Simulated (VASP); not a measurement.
# SnO (P4/nmm) in VASP: a series of runs

SnO is run at these levels: PBEsol+D3(BJ); tasks: relaxation of shape and atoms at fixed volume, single point.

Program: VASP 6.6.1. These are calculated values, not measurements. Logs are shortened: lines on timing, memory, paths and dates and some standing lists are left out, and cuts for length are marked.

## 1. The cell of the first run

The structure is tetragonal, space group P4/nmm (No. 129). The conventional cell has a = 3.708 Å, b = 3.708 Å, c = 4.436 Å, α = 90.00°, β = 90.00°, γ = 90.00°. Sn (site symmetry 4mm) has 4 O at 2.18 Å within 2.9 Å. O (site symmetry -4m2) has 4 Sn at 2.18 Å and 4 O at 2.62 Å within 2.9 Å.

## 2. Relaxation of shape and atoms at fixed volume, PBEsol+D3(BJ) (15.25 Å³/atom)

INCAR reads:

```
PREC = Accurate
ENCUT = 600
EDIFF = 1E-7
ISMEAR = 0
SIGMA = 0.1
LREAL = False
LASPH = True
NELM = 60
ALGO = Normal
ISIF = 4
LWAVE = False
LCHARG = False
GGA = PS
IVDW = 12
IBRION = 2
NSW = 50
EDIFFG = -0.01
```

KPOINTS reads:

```
regular mesh
0
Gamma
  12 12 10
```

POSCAR reads:

```
SnO
1.0
    3.7077004855      0.0000000000      0.0000000000
    0.0000000000      3.7077004855      0.0000000000
    0.0000000000      0.0000000000      4.4359467755
Sn O
2 2
Direct
    0.5000000000      0.0000000000      0.2587348228
    0.0000000000      0.5000000000      0.7412651772
    0.0000000000      0.0000000000      0.0000000000
    0.5000000000      0.5000000000      0.0000000000
```

Potentials or basis: VASP PAW PBE potentials, release 64 (Sn_d, O).

The run is started by

```console
$ cat potpaw_PBE.64/Sn_d/POTCAR potpaw_PBE.64/O/POTCAR > POTCAR
$ mpirun -np 1 vasp_std > vasp.out
```

OUTCAR:

```text
PREC = Accurate
   ENCUT = 600
   EDIFF = 1E-7
   ISMEAR = 0
   LREAL = False
   LASPH = True
   NELM = 60
   ISIF = 4
   GGA = PS
   IVDW = 12
   IBRION = 2
   NSW = 50
   EDIFFG = -0.01
 IVDW          = 12

 ion  position               nearest neighbor table
   1  0.500  0.000  0.259-   3 2.18   4 2.18   4 2.18   3 2.18   2 3.38   2 3.38   2 3.38   2 3.38
                             2 3.48   2 3.48   2 3.48   2 3.48
   2  0.000  0.500  0.741-   3 2.18   4 2.18   3 2.18   4 2.18   1 3.38   1 3.38   1 3.38   1 3.38
                             1 3.48   1 3.48   1 3.48   1 3.48
   3  0.000  0.000  0.000-   1 2.18   2 2.18   2 2.18   1 2.18
   4  0.500  0.500  0.000-   1 2.18   2 2.18   1 2.18   2 2.18

  LATTYP: Found a simple tetragonal cell.
 ALAT       =     3.7077004855
 C/A-ratio  =     1.1964145413

  Lattice vectors:

 A1 = (   3.7077004855,   0.0000000000,   0.0000000000)
 A2 = (   0.0000000000,   3.7077004855,   0.0000000000)
 A3 = (   0.0000000000,   0.0000000000,   4.4359467755)

Analysis of symmetry for initial positions (statically):
=====================================================================
 Subroutine PRICEL returns:
 Original cell was already a primitive cell.

 Routine SETGRP: Setting up the symmetry group for a
 simple tetragonal supercell.

 Subroutine GETGRP returns: Found 16 space group operations
 (whereof  8 operations were pure point group operations)
 out of a pool of 16 trial point group operations.

The static configuration has the point symmetry D_2d.
 The point group associated with its full space group is D_4h.

Analysis of symmetry for dynamics (positions and initial velocities):
=====================================================================
 Subroutine PRICEL returns:
 Original cell was already a primitive cell.

 Routine SETGRP: Setting up the symmetry group for a
 simple tetragonal supercell.

 Subroutine GETGRP returns: Found 16 space group operations
 (whereof  8 operations were pure point group operations)
 out of a pool of 16 trial point group operations.

The dynamic configuration has the point symmetry D_2d.
 The point group associated with its full space group is D_4h.

 Subroutine INISYM returns: Found 16 space group operations
 (whereof  8 operations are pure point group operations),
 and found     1 'primitive' translations

----------------------------------------------------------------------------------------

                                     Primitive cell

  volume of cell :      60.9812

  direct lattice vectors                    reciprocal lattice vectors
     3.707700486  0.000000000  0.000000000     0.269708949  0.000000000  0.000000000
     0.000000000  3.707700486  0.000000000     0.000000000  0.269708949  0.000000000
     0.000000000  0.000000000  4.435946775     0.000000000  0.000000000  0.225431019

  length of vectors
     3.707700486  3.707700486  4.435946775     0.269708949  0.269708949  0.225431019

  position of ions in fractional coordinates (direct lattice)
     0.500000000  0.000000000  0.258734823
     0.000000000  0.500000000  0.741265177
     0.000000000  0.000000000  0.000000000
     0.500000000  0.500000000  0.000000000

  ion indices of the primitive-cell ions
   primitive index   ion index
                 1           1
                 2           2
                 3           3
                 4           4

----------------------------------------------------------------------------------------

 KPOINTS: regular mesh

Automatic generation of k-mesh.
 Grid dimensions read from file:
 generate k-points for:   12   12   10

 Generating k-lattice:

  Cartesian coordinates                     Fractional coordinates (reciprocal lattice)
     0.022475746  0.000000000  0.000000000     0.083333333  0.000000000  0.000000000
     0.000000000  0.022475746  0.000000000     0.000000000  0.083333333  0.000000000
     0.000000000  0.000000000  0.022543102     0.000000000  0.000000000  0.100000000

  Length of vectors
     0.022475746  0.022475746  0.022543102

  Shift w.r.t. Gamma in fractional coordinates (k-lattice)
     0.000000000  0.000000000  0.000000000

 Subroutine IBZKPT returns following result:
 ===========================================

 Found    168 irreducible k-points:

 Following reciprocal coordinates:
            Coordinates               Weight
  0.000000  0.000000  0.000000      1.000000
  0.083333  0.000000  0.000000      4.000000
  0.166667  0.000000  0.000000      4.000000
  0.250000  0.000000  0.000000      4.000000
  0.333333  0.000000  0.000000      4.000000
  0.416667  0.000000  0.000000      4.000000
[... 16 lines left out ...]
  0.333333  0.333333  0.000000      4.000000
  0.416667  0.333333  0.000000      8.000000
 [... further k-points ...]
   k-points           NKPTS =    168   k-points in BZ     NKDIM =    168   number of bands    NBANDS=     24
   number of dos      NEDOS =    301   number of ions     NIONS =      4
   total plane-waves  NPLWV =  32400
   dimension x,y,z NGX =    30 NGY =   30 NGZ =   36
   dimension x,y,z NGXF=    60 NGYF=   60 NGZF=   72
   ions per type =               2   2
   NGX,Y,Z   is equivalent  to a cutoff of  13.45, 13.45, 13.49 a.u.
   NGXF,Y,Z  is equivalent  to a cutoff of  26.90, 26.90, 26.98 a.u.
 SYSTEM =  unknown system
   PREC   = accura    normal or accurate (medium, high low for compatibility)
   ISTART =      0    job   : 0-new  1-cont  2-samecut
   ICHARG =      2    charge: 1-file 2-atom 10-const
   ISPIN  =      1    spin polarized calculation?
   LNONCOLLINEAR =      F non collinear calculations
   LSORBIT =      F    spin-orbit coupling
   LASPH  =      T    aspherical Exc in radial PAW
   ENCUT  =  600.0 eV  44.10 Ry    6.64 a.u.   7.41  7.41  8.86*2*pi/ulx,y,z
   NELM   =     60;   NELMIN=  2; NELMDL= -5     # of ELM steps
   EDIFF  = 0.1E-06   stopping-criterion for ELM
   LREAL  =      F    real-space projection
   EDIFFG = -.1E-01   stopping-criterion for IOM
   NSW    =     50    number of steps for IOM
   IBRION =      2    ionic relax: 0-MD 1-quasi-New 2-CG
   NFREE  =      1    steps in history (QN), initial steepest desc. (CG)
   ISIF   =      4    stress and relaxation
   ISYM   =      2    0-nonsym 1-usesym 2-fastsym
   POTIM  = 0.5000    time-step for ionic-motion
   TEBEG  =    0.0;   TEEND  =   0.0 temperature during run
   PSTRESS=    0.0 pullay stress
   NELECT =      40.0000    total number of electrons
   NUPDOWN=      -1.0000    fix difference up-down
   EMIN   =  10.00;   EMAX   =-10.00  energy-range for DOS
   EFERMI =   0.00;   METHOD = LEGACY
   ISMEAR =     0;   SIGMA  =   0.10  broadening in eV -4-tet -1-fermi 0-gaus
   EFERMI_NEDOS =   21; number of points for ismear=-14 and -15
   IALGO  =     38    algorithm
   IMIX   =      4    mixing-type and parameters
     AMIX     =   0.40;   BMIX     =  1.00
     AMIX_MAG =   1.60;   BMIX_MAG =  1.00
  volume/ion in A,a.u.               =      15.25       102.88
  Fermi-wavevector in a.u.,A,eV,Ry     =   1.422426  2.687995 27.528602  2.023295
  Thomas-Fermi vector in A             =   2.543131
   LORBIT       =      0    0 simple, 1 ext, 2 COOP (PROOUT), +10 PAW based schemes
   GGA     = PS    functional components
   LHFCALC =     F    Hartree Fock is set to
   AEXX    =    0.0000 exact exchange contribution
   IVDW    =    12    specifies the selected vdW correction
   LEPSILON=     F    determine dielectric tensor
   LRPA    =     F    only Hartree local field effects (RPA)
 conjugate gradient relaxation of ions
 non-spin polarized calculation
 Gauss-broadening in eV      SIGMA  =   0.10
  energy-cutoff  :      600.00
  volume of cell :       60.98
 maximum number of plane-waves:      2081
 NGX is ok and might be reduce to    30
   NGX = 15   NGY = 15   NGZ = 17

--------------------------------------- Ionic step        1  -------------------------------------------

 number of electron      39.9999983 magnetization

 Free energy of the ion-electron system (eV)
  ---------------------------------------------------
  ext. energy  EPLUGINS =         0.00000000
  ---------------------------------------------------
  free energy    TOTEN  =       -24.07234560 eV

  energy without entropy =      -24.06983664  energy(sigma->0) =      -24.07109112

------------------------ aborting loop because EDIFF is reached ----------------------------------------

 Edisp (eV)   -0.99556

 E8    (eV) :    -0.6591

  FORCE on cell =-STRESS in cart. coord.  units (eV):
  Direction    XX          YY          ZZ          XY          YZ          ZX
  --------------------------------------------------------------------------------------
  -------------------------------------------------------------------------------------
  Total       2.18928     2.18928     2.01436     0.00000     0.00000     0.00000
  in kB      57.51975    57.51975    52.92404     0.00000     0.00000     0.00000
  external pressure =       55.99 kB  Pullay stress =        0.00 kB

 VOLUME and BASIS-vectors are now :
 -----------------------------------------------------------------------------
  energy-cutoff  :      600.00
  volume of cell :       60.98
      direct lattice vectors                 reciprocal lattice vectors
     3.707700486  0.000000000  0.000000000     0.269708949  0.000000000  0.000000000
     0.000000000  3.707700486  0.000000000     0.000000000  0.269708949  0.000000000
     0.000000000  0.000000000  4.435946775     0.000000000  0.000000000  0.225431019
[... 127 lines left out ...]
 POSITION                                       TOTAL-FORCE (eV/Angst)
 -----------------------------------------------------------------------------------
      1.85819     -0.00000      1.16888         0.000000      0.000000     -0.001751
      3.71638      1.85819      3.24637        -0.000000     -0.000000      0.001751
      3.71638      0.00000     -0.00000        -0.000000      0.000000     -0.000000
      1.85819      1.85819      4.41525        -0.000000      0.000000     -0.000000
 -----------------------------------------------------------------------------------
    total drift:                                0.000000      0.000000     -0.000000

  FREE ENERGIE OF THE ION-ELECTRON SYSTEM (eV)
  ---------------------------------------------------
  free  energy   TOTEN  =       -25.0833354631 eV

  energy  without entropy=      -25.0812289622  energy(sigma->0) =      -25.08228221

--------------------------------------- Ionic step        5  -------------------------------------------

 number of electron      39.9999980 magnetization

 Free energy of the ion-electron system (eV)
  ---------------------------------------------------
  ext. energy  EPLUGINS =         0.00000000
  ---------------------------------------------------
  free energy    TOTEN  =       -24.08809968 eV

  energy without entropy =      -24.08588881  energy(sigma->0) =      -24.08699425

 E-fermi :   8.7509     XC(G=0): -11.2909

 val. band max:        8.7327203163   @ k =   0.1667   0.0000   0.0000
 cond. band min:       8.7558535450   @ k =   0.0833   0.0000   0.2000
 fundamental gap:      0.0231332288
 Fermi energy:         8.7509412853

 k-point     1 :       0.0000    0.0000    0.0000
  band No.  band energies     occupation
      1     -13.4183      2.00000
      2     -12.9232      2.00000
      3     -12.9232      2.00000
      4     -12.8747      2.00000
      5     -12.8637      2.00000
      6     -12.8510      2.00000
[... 16 lines left out ...]
     23      12.9065      0.00000
     24      14.4993      0.00000
[... 598 lines left out ...]
      2     -13.3330      2.00000
      3     -12.8666      2.00000
      4     -12.8603      2.00000
      5     -12.8477      2.00000
      6     -12.8201      2.00000
[... 16 lines left out ...]
     23      13.4449      0.00000
     24      13.6739      0.00000

 [... further k-points ...]

------------------------ aborting loop because EDIFF is reached ----------------------------------------

 Edisp (eV)   -0.99567

 E8    (eV) :    -0.6592

  FORCE on cell =-STRESS in cart. coord.  units (eV):
  Direction    XX          YY          ZZ          XY          YZ          ZX
  --------------------------------------------------------------------------------------
  -------------------------------------------------------------------------------------
  Total       1.29761     1.29761     1.29749     0.00000     0.00000     0.00000
  in kB      34.09258    34.09258    34.08934     0.00000     0.00000     0.00000
  external pressure =       34.09 kB  Pullay stress =        0.00 kB

 VOLUME and BASIS-vectors are now :
 -----------------------------------------------------------------------------
  energy-cutoff  :      600.00
  volume of cell :       60.98
      direct lattice vectors                 reciprocal lattice vectors
     3.723707850  0.000000000  0.000000000     0.268549532  0.000000000  0.000000000
     0.000000000  3.723707850  0.000000000     0.000000000  0.268549532  0.000000000
     0.000000000 -0.000000000  4.397890518     0.000000000 -0.000000000  0.227381740

 POSITION                                       TOTAL-FORCE (eV/Angst)
 -----------------------------------------------------------------------------------
      1.86185     -0.00000      1.16509         0.000000     -0.000000      0.007744
      0.00000      1.86185      3.23280        -0.000000      0.000000     -0.007744
      0.00000      0.00000      0.00000        -0.000000     -0.000000      0.000000
      1.86185      1.86185      0.00000        -0.000000      0.000000      0.000000
 -----------------------------------------------------------------------------------
    total drift:                                0.000000      0.000000     -0.000000

  FREE ENERGIE OF THE ION-ELECTRON SYSTEM (eV)
  ---------------------------------------------------
  free  energy   TOTEN  =       -25.0837678666 eV

  energy  without entropy=      -25.0815570017  energy(sigma->0) =      -25.08266243

 reached required accuracy - stopping structural energy minimisation
```

Wall time 5.6 min (1 thread of AMD EPYC 9R45 (Zen 5), shared host); peak memory 0.35 GiB.

What came out:

* Free energy: -25.0838 eV
* Energy gained by relaxing: 4.0 meV/atom
* Ionic steps: 5
* Pressure after relaxing: 3.4 GPa
* Largest force after relaxing: 0.008 eV/Å
* Band gap on the k mesh: zero (bands 20 and 21 overlap by 0.90 eV)
* Dispersion energy per atom: -0.249 eV

Forces on the atoms (eV/Å):
```
Sn   0.000  0.000  0.008
Sn   0.000  0.000 -0.008
O    0.000  0.000  0.000
O    0.000  0.000  0.000
```

The path:
```csv
step,energy change (eV),largest force (eV/Å),pressure (GPa),volume (Å³)
1,0.0000,0.5523,5.60,60.98
2,-0.0144,0.0256,3.57,60.98
3,-0.0144,0.0097,3.62,60.98
4,-0.0154,0.0018,3.52,60.98
5,-0.0159,0.0077,3.41,60.98
```

Final structure:
```cif
data_structure
_symmetry_space_group_name_H-M 'P 1'
_symmetry_Int_Tables_number 1
_cell_length_a 3.7237
_cell_length_b 3.7237
_cell_length_c 4.3979
_cell_angle_alpha 90.000
_cell_angle_beta 90.000
_cell_angle_gamma 90.000
_cell_volume 60.98
loop_
_atom_site_label
_atom_site_type_symbol
_atom_site_fract_x
_atom_site_fract_y
_atom_site_fract_z
_atom_site_occupancy
Sn1 Sn 0.50000 0.00000 0.26492 1
Sn2 Sn 0.00000 0.50000 0.73508 1
O1 O 0.00000 0.00000 0.00000 1
O2 O 0.50000 0.50000 0.00000 1
```

Levels at points of the mesh, in eV from the Fermi level:
```tsv
k point	band 16	band 17	band 18	band 19	band 20	band 21	band 22	band 23	band 24
(0.00, 0.00, 0.00)	-6.73	-3.73	-3.31	-3.31	0.13	2.80	4.16	4.16	5.75
(0.50, 0.00, 0.00)	-5.35	-5.15	-5.15	-3.20	-3.20	3.84	3.84	5.78	5.78
(0.50, 0.50, 0.00)	-5.42	-2.62	-2.62	-2.00	-2.00	-0.76	-0.76	4.57	4.57
(0.00, 0.00, 0.50)	-3.87	-3.33	-3.33	-2.35	-2.12	1.82	2.14	2.14	3.33
(0.50, 0.00, 0.50)	-5.99	-5.06	-5.06	-1.87	-1.87	3.22	3.22	4.99	4.99
(0.50, 0.50, 0.50)	-6.34	-3.35	-3.35	-2.62	-2.62	2.05	2.05	5.08	5.08
```

Caveat: the PAW data sets were made with another functional, which shifts forces and pressure a little; spin-orbit coupling is left out, which moves the levels of the heavy elements.

## 3. Relaxation of shape and atoms at fixed volume, PBEsol+D3(BJ) (15.73 Å³/atom)

This run uses another cell than the first one, of 15.73 Å³/atom.

INCAR reads:

```
PREC = Accurate
ENCUT = 600
EDIFF = 1E-6
ISMEAR = 0
SIGMA = 0.1
LREAL = F
LASPH = T
NELM = 60
ALGO = Normal
ISIF = 4
LWAVE = F
LCHARG = F
GGA = PS
IVDW = 12
IBRION = 2
NSW = 50
EDIFFG = -0.01
```

KPOINTS reads:

```
Automatic mesh
0
Gamma
  12 12 10
```

POSCAR reads:

```
SnO
1.0
    3.7325372471      0.0000000000      0.0000000000
    0.0000000000      3.7325372471      0.0000000000
    0.0000000000      0.0000000000      4.5168034702
Sn O
2 2
Direct
    0.5000000000      0.0000000000      0.2532510023
    0.0000000000      0.5000000000      0.7467489977
    0.0000000000      0.0000000000      0.0000000000
    0.5000000000      0.5000000000      0.0000000000
```

Potentials or basis: VASP PAW PBE potentials, release 64 (Sn_d, O).

The run is started by

```console
$ cat potpaw_PBE.64/Sn_d/POTCAR potpaw_PBE.64/O/POTCAR > POTCAR
$ mpirun -np 1 vasp_std > vasp.out
```

It took 4.6 min on 1 thread of AMD EPYC 9R45 (Zen 5), shared host; peak memory 0.36 GiB.

It converged, with:

```
Free energy                  : -25.1145 eV
Energy gained by relaxing    : 4.1 meV/atom
Ionic steps                  : 5
Pressure after relaxing      : 1.4 GPa
Largest force after relaxing : 0.008 eV/Å
Band gap on the k mesh       : zero (bands 20 and 21 overlap by 0.70 eV)
Dispersion energy per atom   : -0.241 eV
```

Forces in eV/Å, atoms in the order of the input:
```
Sn   0.000  0.000  0.008
Sn   0.000  0.000 -0.008
O    0.000  0.000  0.000
O    0.000  0.000  0.000
```

The path:
```csv
step,energy change (eV),largest force (eV/Å),pressure (GPa),volume (Å³)
1,0.0000,0.5439,3.68,62.93
2,-0.0153,0.0232,1.68,62.93
3,-0.0153,0.0117,1.55,62.93
4,-0.0161,0.0002,1.45,62.93
5,-0.0165,0.0079,1.40,62.93
```

Final structure:
```
CELL_PARAMETERS angstrom
3.74812 0.00000 0.00000
0.00000 3.74812 0.00000
0.00000 0.00000 4.47932
ATOMIC_POSITIONS crystal
Sn 0.50000 0.00000 0.25965
Sn 0.00000 0.50000 0.74035
O 0.00000 0.00000 0.00000
O 0.50000 0.50000 0.00000
```

Levels at points of the mesh, in eV from the Fermi level:
| k point | band 16 | band 17 | band 18 | band 19 | band 20 | band 21 | band 22 | band 23 | band 24 |
| --- | --- | --- | --- | --- | --- | --- | --- | --- | --- |
| (0.00, 0.00, 0.00) | -6.60 | -3.65 | -3.26 | -3.26 | 0.10 | 2.62 | 4.24 | 4.24 | 5.44 |
| (0.50, 0.00, 0.00) | -5.24 | -5.06 | -5.06 | -3.09 | -3.09 | 3.69 | 3.69 | 5.79 | 5.79 |
| (0.50, 0.50, 0.00) | -5.33 | -2.58 | -2.58 | -1.97 | -1.97 | -0.59 | -0.59 | 4.52 | 4.52 |
| (0.00, 0.00, 0.50) | -3.78 | -3.28 | -3.28 | -2.36 | -2.31 | 1.77 | 2.30 | 2.30 | 3.40 |
| (0.50, 0.00, 0.50) | -5.86 | -4.98 | -4.98 | -1.83 | -1.83 | 3.06 | 3.06 | 5.07 | 5.07 |
| (0.50, 0.50, 0.50) | -6.14 | -3.20 | -3.20 | -2.58 | -2.58 | 2.10 | 2.10 | 4.84 | 4.84 |

Caveat: semilocal functionals underestimate gaps, and a narrow one can read as zero; the PAW data sets were made with another functional, which shifts forces and pressure a little; spin-orbit coupling is left out, which moves the levels of the heavy elements.

[end of part 1 of 3]

The gap in the log of VASP goes by the Fermi energy; the results here count the filled bands.